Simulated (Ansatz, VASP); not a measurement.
**HfZrSe4 in VASP and in Ansatz**

```
Zr Hf Se
1.0
     3.65860    0.00000    0.00000
    -1.82930    3.16844    0.00000
     0.00000    0.00000   13.84980
Zr Hf Se
1 1 4
Direct
  0.00000 0.00000 0.00000
  0.00000 0.00000 0.50000
  0.33333 0.66667 0.87803
  0.33333 0.66667 0.37132
  0.66667 0.33333 0.62868
  0.66667 0.33333 0.12197
```

Change from the starting cell: species swapped into the ZrTaTe4 type (P-3m1, No. 164).

Alike in both runs: task relaxation of cell and atoms; functional PBE; k mesh 6 × 6 × 2; occupations gaussian, width 0.1 eV; no spin polarisation.

|  | VASP | Ansatz |
| --- | --- | --- |
| version | VASP 6.6.1 | Ansatz 0.2.0 |
| potentials or method | VASP PAW PBE potentials, release 64 (Zr_sv, Hf_pv, Se), cutoff 600 eV | scalar-relativistic, plane waves, PAW |
| valence electrons in the cell | 46 | 102 |

```csv
,VASP,Ansatz,Ansatz less VASP
"gap on the k mesh at the Fermi level, each at its own relaxed structure (eV)",0.44,0.44,-0.003
relaxed volume (Å³/atom),27.80,28.39,+0.589
relaxed length of the cell vector where the two differ most in proportion (Å),13.352,13.671,+0.3189
```

VASP's potentials hold 46 valence electrons a cell and Ansatz's 102, so a difference there can come from the potentials and not from the codes.

Neither program's run includes spin-orbit coupling.
